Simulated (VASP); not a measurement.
# SrAl2O2 (P-3m1) in VASP: notebook

SrAl2O2 is run at these levels: PBE; tasks: single point.

All numbers are computed with VASP 6.6.1; they aren't measurements. Logs are shortened: lines on timing, memory, paths and dates and some standing lists are left out, and cuts for length are marked.

**1. The cell of the first run**

The structure is trigonal, space group P-3m1 (No. 164). Conventional cell: a = 3.501 Å, b = 3.501 Å, c = 7.964 Å, α = 90.00°, β = 90.00°, γ = 120.00°. Within 4.6 Å of Sr (site symmetry -3m) lie 6 Al at 3.47 Å and 6 Sr at 3.50 Å and 6 O at 3.79 Å. Within 2.6 Å of Al (site symmetry 3m) lie 4 O at 1.93 to 2.06 Å. Within 2.6 Å of O (site symmetry 3m) lie 4 Al at 1.93 to 2.06 Å and 3 O at 2.54 Å.

**2. Single point, PBE**

INCAR reads:

```
ALGO = Normal
EDIFF = 1E-6
ENCUT = 520
GGA = PE
ISIF = 2
ISMEAR = 0
LASPH = T
LCHARG = F
LREAL = F
LWAVE = F
NBANDS = 22
NELM = 60
PREC = Accurate
SIGMA = 0.1
```

KPOINTS reads:

```
k-points
0
Gamma
  6 6 4
```

POSCAR reads:

```
SrAl2O2
1.0
    3.5005007598      0.0000000024      0.0000000000
   -1.7502503819      3.0315225828      0.0000000000
    0.0000000000      0.0000000000      7.9642560899
Sr Al O
1 2 2
Direct
    0.0000000000      0.0000000000      0.5000000000
    0.3333333333      0.6666666667      0.8539746706
    0.6666666667      0.3333333333      0.1460253294
    0.3333333333      0.6666666667      0.0969204156
    0.6666666667      0.3333333333      0.9030795844
```

Potentials or basis: VASP PAW PBE potentials, release 64 (Sr_sv, Al, O).

Started as:

```console
$ cat potpaw_PBE.64/Sr_sv/POTCAR potpaw_PBE.64/Al/POTCAR potpaw_PBE.64/O/POTCAR > POTCAR
$ mpirun -np 1 vasp_std > vasp.out
```

OUTCAR:

```text
EDIFF = 1E-6
   ENCUT = 520
   GGA = PE
   ISIF = 2
   ISMEAR = 0
   LASPH = T
   LREAL = F
   NELM = 60
   PREC = Accurate

 ion  position               nearest neighbor table
   1  0.000  0.000  0.500-   2 3.47   3 3.47   3 3.47   2 3.47   3 3.47   2 3.47
   2  0.333  0.667  0.854-   4 1.93   5 2.06   5 2.06   5 2.06   3 3.08   3 3.08   3 3.08   1 3.47
                             1 3.47   1 3.47
   3  0.667  0.333  0.146-   5 1.93   4 2.06   4 2.06   4 2.06   2 3.08   2 3.08   2 3.08   1 3.47
                             1 3.47   1 3.47
   4  0.333  0.667  0.097-   2 1.93   3 2.06   3 2.06   3 2.06
   5  0.667  0.333  0.903-   3 1.93   2 2.06   2 2.06   2 2.06

  LATTYP: Found a hexagonal cell.
 ALAT       =     3.5005007598
 C/A-ratio  =     2.2751762209

  Lattice vectors:

 A1 = (   3.5005007598,   0.0000000024,   0.0000000000)
 A2 = (  -1.7502503819,   3.0315225828,   0.0000000000)
 A3 = (   0.0000000000,   0.0000000000,   7.9642560899)

Analysis of symmetry for initial positions (statically):
=====================================================================
 Subroutine PRICEL returns:
 Original cell was already a primitive cell.

 Routine SETGRP: Setting up the symmetry group for a
 hexagonal supercell.

 Subroutine GETGRP returns: Found 12 space group operations
 (whereof 12 operations were pure point group operations)
 out of a pool of 24 trial point group operations.

The static configuration has the point symmetry D_3d.

Analysis of symmetry for dynamics (positions and initial velocities):
=====================================================================
 Subroutine PRICEL returns:
 Original cell was already a primitive cell.

 Routine SETGRP: Setting up the symmetry group for a
 hexagonal supercell.

 Subroutine GETGRP returns: Found 12 space group operations
 (whereof 12 operations were pure point group operations)
 out of a pool of 24 trial point group operations.

The dynamic configuration has the point symmetry D_3d.

 Subroutine INISYM returns: Found 12 space group operations
 (whereof 12 operations are pure point group operations),
 and found     1 'primitive' translations

----------------------------------------------------------------------------------------

                                     Primitive cell

  volume of cell :      84.5155

  direct lattice vectors                    reciprocal lattice vectors
     3.500500760  0.000000002  0.000000000     0.285673413  0.164933622  0.000000000
    -1.750250382  3.031522583  0.000000000    -0.000000000  0.329867244  0.000000000
     0.000000000  0.000000000  7.964256090     0.000000000  0.000000000  0.125561005

  length of vectors
     3.500500760  3.500500760  7.964256090     0.329867244  0.329867244  0.125561005

  position of ions in fractional coordinates (direct lattice)
     0.000000000  0.000000000  0.500000000
     0.333333333  0.666666667  0.853974671
     0.666666667  0.333333333  0.146025329
     0.333333333  0.666666667  0.096920416
     0.666666667  0.333333333  0.903079584

  ion indices of the primitive-cell ions
   primitive index   ion index
                 1           1
                 2           2
                 3           3
                 4           4
                 5           5

----------------------------------------------------------------------------------------

 KPOINTS: k-points

Automatic generation of k-mesh.
 Grid dimensions read from file:
 generate k-points for:    6    6    4

 Generating k-lattice:

  Cartesian coordinates                     Fractional coordinates (reciprocal lattice)
     0.047612236  0.027488937  0.000000000     0.166666667  0.000000000  0.000000000
    -0.000000000  0.054977874  0.000000000    -0.000000000  0.166666667  0.000000000
     0.000000000  0.000000000  0.031390251     0.000000000  0.000000000  0.250000000

  Length of vectors
     0.054977874  0.054977874  0.031390251

  Shift w.r.t. Gamma in fractional coordinates (k-lattice)
     0.000000000  0.000000000  0.000000000

 Subroutine IBZKPT returns following result:
 ===========================================

 Found     24 irreducible k-points:

 Following reciprocal coordinates:
            Coordinates               Weight
  0.000000  0.000000  0.000000      1.000000
  0.166667  0.000000  0.000000      6.000000
  0.333333  0.000000  0.000000      6.000000
  0.500000 -0.000000  0.000000      3.000000
  0.166667  0.166667  0.000000      6.000000
  0.333333  0.166667  0.000000     12.000000
[... 16 lines left out ...]
  0.333333  0.166667  0.500000     12.000000
  0.333333  0.333333  0.500000      2.000000
   k-points           NKPTS =     24   k-points in BZ     NKDIM =     24   number of bands    NBANDS=     22
   number of dos      NEDOS =    301   number of ions     NIONS =      5
   total plane-waves  NPLWV =  47040
   dimension x,y,z NGX =    28 NGY =   28 NGZ =   60
   dimension x,y,z NGXF=    56 NGYF=   56 NGZF=  120
   ions per type =               1   2   2
   NGX,Y,Z   is equivalent  to a cutoff of  13.30, 13.30, 12.52 a.u.
   NGXF,Y,Z  is equivalent  to a cutoff of  26.60, 26.60, 25.05 a.u.
 SYSTEM =  unknown system
   PREC   = accura    normal or accurate (medium, high low for compatibility)
   ISTART =      0    job   : 0-new  1-cont  2-samecut
   ICHARG =      2    charge: 1-file 2-atom 10-const
   ISPIN  =      1    spin polarized calculation?
   LNONCOLLINEAR =      F non collinear calculations
   LSORBIT =      F    spin-orbit coupling
   LASPH  =      T    aspherical Exc in radial PAW
   ENCUT  =  520.0 eV  38.22 Ry    6.18 a.u.   6.51  6.51 14.81*2*pi/ulx,y,z
   NELM   =     60;   NELMIN=  2; NELMDL= -5     # of ELM steps
   EDIFF  = 0.1E-05   stopping-criterion for ELM
   LREAL  =      F    real-space projection
   EDIFFG = 0.1E-04   stopping-criterion for IOM
   NSW    =      0    number of steps for IOM
   IBRION =     -1    ionic relax: 0-MD 1-quasi-New 2-CG
   NFREE  =      0    steps in history (QN), initial steepest desc. (CG)
   ISIF   =      2    stress and relaxation
   ISYM   =      2    0-nonsym 1-usesym 2-fastsym
   POTIM  = 0.5000    time-step for ionic-motion
   TEBEG  =    0.0;   TEEND  =   0.0 temperature during run
   PSTRESS=    0.0 pullay stress
   NELECT =      28.0000    total number of electrons
   NUPDOWN=      -1.0000    fix difference up-down
   EMIN   =  10.00;   EMAX   =-10.00  energy-range for DOS
   EFERMI =   0.00;   METHOD = LEGACY
   ISMEAR =     0;   SIGMA  =   0.10  broadening in eV -4-tet -1-fermi 0-gaus
   EFERMI_NEDOS =   21; number of points for ismear=-14 and -15
   IALGO  =     38    algorithm
   IMIX   =      4    mixing-type and parameters
     AMIX     =   0.40;   BMIX     =  1.00
     AMIX_MAG =   1.60;   BMIX_MAG =  1.00
  volume/ion in A,a.u.               =      16.90       114.07
  Fermi-wavevector in a.u.,A,eV,Ry     =   1.132788  2.140660 17.459124  1.283209
  Thomas-Fermi vector in A             =   2.269490
   LORBIT       =      0    0 simple, 1 ext, 2 COOP (PROOUT), +10 PAW based schemes
   GGA     = PE    functional components
   LHFCALC =     F    Hartree Fock is set to
   AEXX    =    0.0000 exact exchange contribution
   IVDW    =     0    specifies the selected vdW correction
   LEPSILON=     F    determine dielectric tensor
   LRPA    =     F    only Hartree local field effects (RPA)
 non-spin polarized calculation
 Gauss-broadening in eV      SIGMA  =   0.10
  energy-cutoff  :      520.00
  volume of cell :       84.52
 maximum number of plane-waves:      2321
 NGX is ok and might be reduce to    28
   NGX = 13   NGY = 13   NGZ = 29

 number of electron      28.0000002 magnetization

 Free energy of the ion-electron system (eV)
  ---------------------------------------------------
  ext. energy  EPLUGINS =         0.00000000
  ---------------------------------------------------
  free energy    TOTEN  =       -26.50286761 eV

  energy without entropy =      -26.49782772  energy(sigma->0) =      -26.50034767

 E-fermi :   5.4548     XC(G=0):  -9.6252

 val. band max:        5.4274034431   @ k =   0.5000  -0.0000   0.2500
 cond. band min:       5.5334736891   @ k =   0.5000  -0.0000   0.2500
 fundamental gap:      0.1060702460
 Fermi energy:         5.4547578832

 k-point     1 :       0.0000    0.0000    0.0000
  band No.  band energies     occupation
      1     -30.3122      2.00000
      2     -15.7332      2.00000
      3     -13.8370      2.00000
      4     -12.3306      2.00000
      5     -11.9403      2.00000
      6     -11.9403      2.00000
[... 14 lines left out ...]
     21      10.9171      0.00000
     22      11.4386      0.00000

 k-point     2 :       0.1667    0.0000    0.0000
  band No.  band energies     occupation
      1     -30.2830      2.00000
      2     -15.5741      2.00000
      3     -13.8762      2.00000
      4     -12.2915      2.00000
      5     -12.1974      2.00000
      6     -11.9958      2.00000
[... 14 lines left out ...]
     21      10.4511      0.00000
     22      11.3953      0.00000

 k-point     3 :       0.3333    0.0000    0.0000
  band No.  band energies     occupation
      1     -30.2237      2.00000
      2     -15.1740      2.00000
      3     -14.0380      2.00000
      4     -12.6749      2.00000
      5     -12.2090      2.00000
      6     -12.1041      2.00000
[... 14 lines left out ...]
     21      11.2515      0.00000
     22      11.3676      0.00000
[... 476 lines left out ...]
 k-point    23 :       0.3333    0.1667    0.5000
  band No.  band energies     occupation
      1     -30.1937      2.00000
      2     -14.8743      2.00000
      3     -14.2185      2.00000
      4     -12.7808      2.00000
      5     -12.2928      2.00000
      6     -12.1649      2.00000
[... 14 lines left out ...]
     21      11.3342      0.00000
     22      12.1270      0.00000

 k-point    24 :       0.3333    0.3333    0.5000
  band No.  band energies     occupation
      1     -30.1787      2.00000
      2     -14.5159      2.00000
      3     -14.5159      2.00000
      4     -12.6150      2.00000
      5     -12.6150      2.00000
      6     -12.1429      2.00000
[... 14 lines left out ...]
     21      11.5755      0.00000
     22      12.1627      0.00000

------------------------ aborting loop because EDIFF is reached ----------------------------------------

  FORCE on cell =-STRESS in cart. coord.  units (eV):
  Direction    XX          YY          ZZ          XY          YZ          ZX
  --------------------------------------------------------------------------------------
  -------------------------------------------------------------------------------------
  Total       -0.0624886     -0.0624886      0.2183832     -0.0000000     -0.0000000      0.0000000
  in kB       -1.1846100     -1.1846100      4.1399351     -0.0000000     -0.0000000      0.0000000
  external PRESSURE =       0.5902384 kB  Pullay stress =       0.0000000 kB

 VOLUME and BASIS-vectors are now :
 -----------------------------------------------------------------------------
  energy-cutoff  :      520.00
  volume of cell :       84.52
      direct lattice vectors                 reciprocal lattice vectors
     3.500500760  0.000000002  0.000000000     0.285673413  0.164933622  0.000000000
    -1.750250382  3.031522583  0.000000000    -0.000000000  0.329867244  0.000000000
     0.000000000  0.000000000  7.964256090     0.000000000  0.000000000  0.125561005

 POSITION                                       TOTAL-FORCE (eV/Angst)
 -----------------------------------------------------------------------------------
      0.00000      0.00000      3.98213         0.000000     -0.000000      0.000000
     -0.00000      2.02102      6.80127        -0.000000     -0.000000     -0.013058
      1.75025      1.01051      1.16298         0.000000      0.000000      0.013058
     -0.00000      2.02102      0.77190        -0.000000      0.000000      0.005524
      1.75025      1.01051      7.19236         0.000000     -0.000000     -0.005524
 -----------------------------------------------------------------------------------
    total drift:                                0.000000     -0.000000      0.000000

  FREE ENERGIE OF THE ION-ELECTRON SYSTEM (eV)
  ---------------------------------------------------
  free  energy   TOTEN  =       -26.5028676132 eV

  energy  without entropy=      -26.4978277228  energy(sigma->0) =      -26.50034767
```

It took 22 s on 1 thread of Intel Xeon 6975P-C (Granite Rapids), shared host; peak memory 0.22 GiB.

Results:

```yaml
Free_energy: -26.5029 eV
Pressure: 0.1 GPa
Largest_force: 0.013 eV/Å
Band_gap_on_the_k_mesh: zero (band 14 reaches 5.57 eV, above the bottom of band 15 at 4.92 eV)
```

Forces on the atoms (eV/Å):
```
Sr   0.000  0.000  0.000
Al   0.000  0.000 -0.013
Al   0.000  0.000  0.013
O    0.000  0.000  0.006
O    0.000  0.000 -0.006
```

**3. Single point, PBE**

This run uses another cell than the first one, of 19.66 Å³/atom, 1.163 times its volume.

INCAR reads:

```
SYSTEM = SrAl2O2
PREC     = Accurate       ! precision mode
ENCUT    = 520            ! plane-wave cutoff, eV
EDIFF    = 1E-6           ! SCF threshold, eV
ISMEAR   = 0              ! smearing method
SIGMA    = 0.1            ! smearing width, eV
LREAL    = .False.        ! projectors in reciprocal space
LASPH    = .True.         ! aspherical terms in the spheres
NELM     = 100            ! most SCF steps
ALGO     = Normal         ! electronic algorithm
ISIF     = 2              ! what is computed and relaxed
LWAVE    = .False.        ! write WAVECAR
LCHARG   = .True.         ! write CHGCAR
GGA      = PE             ! functional
LELF     = .True.         ! ELF
LVHAR    = .True.       
NBANDS   = 22             ! bands
```

KPOINTS reads:

```
regular mesh
0
Gamma
  6 6 4
  0 0 0
```

POSCAR reads:

```
SrAl2O2
1.0
    4.2670147700      0.0000000000      0.0000000000
   -2.1335073900      3.6953431900      0.0000000000
    0.0000000000      0.0000000000      6.2354244700
Sr Al O
1 2 2
Direct
    0.0000000000      0.0000000000      0.5000000000
    0.3333333300      0.6666666700      0.7144747000
    0.6666666700      0.3333333300      0.2855253000
    0.3333333300      0.6666666700      0.1269870100
    0.6666666700      0.3333333300      0.8730129900
```

Potentials or basis: VASP PAW PBE potentials, release 64 (Sr_sv, Al, O).

Started as:

```console
$ cat potpaw_PBE.64/Sr_sv/POTCAR potpaw_PBE.64/Al/POTCAR potpaw_PBE.64/O/POTCAR > POTCAR
$ mpirun -np 1 vasp_std > vasp.out
```

It took 24 s on 1 thread of Intel Xeon 6975P-C (Granite Rapids), shared host; peak memory 0.23 GiB.

Results (log left out):

```yaml
Free_energy: -18.6731 eV
Pressure: -4.2 GPa
Largest_force: 5.558 eV/Å
Band_gap_on_the_k_mesh: zero (band 14 reaches 3.29 eV, above the bottom of band 15 at 3.14 eV)
```

Forces in eV/Å, atoms in the order of the input:
```
Sr   0.000  0.000  0.000
Al   0.000  0.000  5.558
Al   0.000  0.000 -5.558
O    0.000  0.000  1.579
O    0.000  0.000 -1.579
```

Stress tensor (GPa, compression positive):
```
  0.16   0.00   0.00
  0.00   0.16   0.00
  0.00   0.00 -12.84
```

Levels at points of the mesh, in eV from the Fermi level:
```
           k point  band 10  band 11  band 12  band 13  band 14  band 15  band 16  band 17  band 18  band 19
(0.00, 0.00, 0.00)    -2.40    -2.25    -1.42    -1.42     0.20     0.23     0.23     0.71     3.24     3.24
(0.50, 0.00, 0.00)    -2.84    -2.67    -1.85    -1.67    -0.49     1.10     1.73     2.71     3.10     3.28
(0.00, 0.00, 0.50)    -2.21    -2.18    -1.66    -1.66    -1.36     0.10     0.10     1.62     3.41     3.41
(0.50, 0.00, 0.50)    -2.33    -2.20    -1.52    -1.34    -0.89     0.05     1.81     2.54     2.91     3.12
```

Caveat: forces of over 1 eV/Å act on the atoms, so gaps and moduli don't describe the material at rest.

**4. Single point, PBE, collinear spin, ferromagnetic start**

INCAR, as its differences from that of step 3:

```diff
@@ -8,3 +8,3 @@
 LASPH    = .True.         ! aspherical terms in the spheres
-NELM     = 100            ! most SCF steps
+NELM     = 150            ! most SCF steps
 ALGO     = Normal         ! electronic algorithm
@@ -13,2 +13,5 @@
 LCHARG   = .True.         ! write CHGCAR
+ISPIN    = 2              ! spin polarisation
+MAGMOM   = 0 0 0 1 1      ! initial moments
+LORBIT   = 11             ! projections on sites
 GGA      = PE             ! functional
@@ -16,2 +19,2 @@
 LVHAR    = .True.       
-NBANDS   = 22             ! bands
+NBANDS   = 26             ! bands
```

KPOINTS reads:

```
regular mesh
0
Gamma
  6 6 2
  0 0 0
```

POSCAR reads:

```
SrAl2O2
1.0
    3.5005007598      0.0000000000      0.0000000000
   -1.7502503799      3.0315225839      0.0000000000
    0.0000000000      0.0000000000      7.9642560899
Sr Al O
1 2 2
Direct
    0.0000000000      0.0000000000      0.5000000000
    0.3333333333      0.6666666667      0.8539746706
    0.6666666667      0.3333333333      0.1460253294
    0.3333333333      0.6666666667      0.0969204156
    0.6666666667      0.3333333333      0.9030795844
```

Started as:

```console
$ cat potpaw_PBE.64/Sr_sv/POTCAR potpaw_PBE.64/Al/POTCAR potpaw_PBE.64/O/POTCAR > POTCAR
$ mpirun -np 1 vasp_std > vasp.out
```

Wall time 34 s (1 thread of Intel Xeon 6975P-C (Granite Rapids), shared host); peak memory 0.26 GiB.

It converged, with:

```
Free energy                                           : -26.4993 eV
Pressure                                              : 0.1 GPa
Largest force                                         : 0.020 eV/Å
Band gap on the k mesh                                : zero (filled and empty bands overlap)
Net moment                                            : 0.00 μB per cell
Valence electrons inside the program's atomic spheres : Sr 8.08; Al 0.69; O 5.06
```

Forces in eV/Å, atoms in the order of the input:
```
Sr   0.000  0.000  0.000
Al   0.000  0.000 -0.020
Al   0.000  0.000  0.020
O    0.000  0.000 -0.003
O    0.000  0.000  0.003
```

Stress tensor (GPa, compression positive):
```
-0.06  0.00  0.00
 0.00 -0.06  0.00
 0.00  0.00  0.34
```

Levels at points of the mesh, in eV from the Fermi level:
Spin up:
```csv
k point,band 11,band 12,band 13,band 14,band 15,band 16,band 17,band 18
"(0.00, 0.00, 0.00)",-4.60,-4.60,-3.63,-0.69,-0.47,3.32,3.32,3.55
"(0.50, 0.00, 0.00)",-4.88,-4.54,-1.41,0.16,0.28,1.67,1.92,3.52
"(0.00, 0.00, 0.50)",-4.60,-4.60,-2.57,-2.52,0.45,3.23,3.30,3.30
"(0.50, 0.00, 0.50)",-4.97,-4.53,-1.09,-0.10,-0.04,1.39,2.51,3.90
```
Spin down:
| k point | band 12 | band 13 | band 14 | band 15 | band 16 | band 17 |
| --- | --- | --- | --- | --- | --- | --- |
| (0.00, 0.00, 0.00) | -4.60 | -3.63 | -0.69 | -0.47 | 3.32 | 3.32 |
| (0.50, 0.00, 0.00) | -4.54 | -1.41 | 0.16 | 0.28 | 1.67 | 1.92 |
| (0.00, 0.00, 0.50) | -4.60 | -2.57 | -2.52 | 0.45 | 3.23 | 3.30 |
| (0.50, 0.00, 0.50) | -4.53 | -1.09 | -0.10 | -0.04 | 1.39 | 2.51 |

Caveat: the k points lie up to 0.39 Å⁻¹ apart.

**5. Overview**

| spin | cell | k mesh | gap on the mesh (eV) | pressure (GPa) | largest force (eV/Å) |
| --- | --- | --- | --- | --- | --- |
| off | a = 3.501, b = 3.501, c = 7.964 Å, angles 90.0, 90.0, 120.0°, 5 atoms | 6 × 6 × 4 | none | 0.1 | 0.01 |
| off | a = 4.267, b = 4.267, c = 6.235 Å, angles 90.0, 90.0, 120.0°, 5 atoms | 6 × 6 × 4 | none | -4.2 | 5.56 |
| collinear, ferromagnetic start | a = 3.501, b = 3.501, c = 7.964 Å, angles 90.0, 90.0, 120.0°, 5 atoms | 6 × 6 × 2 | none | 0.1 | 0.02 |

Alike in all rows: task single point; level PBE; potentials or basis VASP PAW PBE potentials, release 64 (Sr_sv, Al, O); cutoff (eV) 520; smearing gaussian 0.1 eV.

Caveats: some runs use coarse meshes; forces of over 1 eV/Å act on the atoms, so gaps and moduli don't describe the material at rest (some runs).

Absolute energies hang on the potentials; compare differences alone.
